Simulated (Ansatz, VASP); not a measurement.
**One calculation of NaCl, two programs**

The input INCAR:

```
SYSTEM = NaCl
ALGO     = Normal         ! electronic algorithm
EDIFF    = 1E-7           ! SCF threshold, eV
ENCUT    = 520            ! plane-wave cutoff, eV
GGA      = PE             ! functional
ISIF     = 2              ! what is computed and relaxed
ISMEAR   = 0              ! smearing method
LASPH    = .TRUE.         ! aspherical terms in the spheres
LCHARG   = .FALSE.        ! write CHGCAR
LREAL    = .FALSE.        ! projectors in reciprocal space
LWAVE    = .FALSE.        ! write WAVECAR
NBANDS   = 22             ! bands
NELM     = 60             ! most SCF steps
PREC     = Accurate       ! precision mode
SIGMA    = 0.1            ! smearing width, eV
```

Contents of KPOINTS:

```
k-points
0
G
  4 4 2
  0 0 0
```

Contents of POSCAR:

```
NaCl
1.0
    0.0000000000      0.0000000000      3.7461906865
    1.9934421799     -3.6391967471      0.0000000000
    5.9803265397      3.6391967471      0.0000000000
Na Cl
2 2
Direct
    0.5000000000      0.2500000000      0.2500000000
    0.5000000000      0.7500000000      0.7500000000
    0.0000000000      0.0000000000      0.0000000000
    0.0000000000      0.5000000000      0.5000000000
```

Input for Ansatz:

```yaml
crystal:
  lattice:
    - [0.0, 0.0, 3.7461906865]
    - [1.9934421799, -3.6391967471, 0.0]
    - [5.9803265397, 3.6391967471, 0.0]
  atoms:
    - { symbol: Na, position: [0.5, 0.25, 0.25] }
    - { symbol: Na, position: [0.5, 0.75, 0.75] }
    - { symbol: Cl, position: [0.0, 0.0, 0.0] }
    - { symbol: Cl, position: [0.0, 0.5, 0.5] }
basis:
  ecutwfc: 420
kpoints:
  mp_grid: { grid: [4, 4, 2] }
hamiltonian:
  xc: pbe
scf:
  occupations: { method: gaussian, width: 0.1 }
  lower_state_search: "off"
output:
  forces: true
  stress: true
  eigenvalues: true
```

Alike in both runs: task single point; functional PBE; k mesh 4 × 4 × 2; occupations gaussian, width 0.1 eV; no spin polarisation.

|  | VASP | Ansatz |
| --- | --- | --- |
| version | VASP 6.6.1 | Ansatz 0.2.0 |
| potentials or method | VASP PAW PBE potentials, release 64 (Na_pv, Cl), cutoff 520 eV | scalar-relativistic, plane waves, PAW |
| valence electrons in the cell | 28 | 32 |

|  | VASP | Ansatz | Ansatz less VASP |
| --- | --- | --- | --- |
| gap on the k mesh at the Fermi level (eV) | 4.15 | 4.15 | -0.001 |
| least direct gap on the mesh (eV) | 4.32 | 4.32 | -0.001 |
| pressure (GPa) | 0.0 | 0.0 | +0.02 |

VASP's potentials hold 28 valence electrons a cell and Ansatz's 32, so a difference there can come from the potentials and not from the codes.

The k mesh is coarse, so the values compare programs but aren't converged.
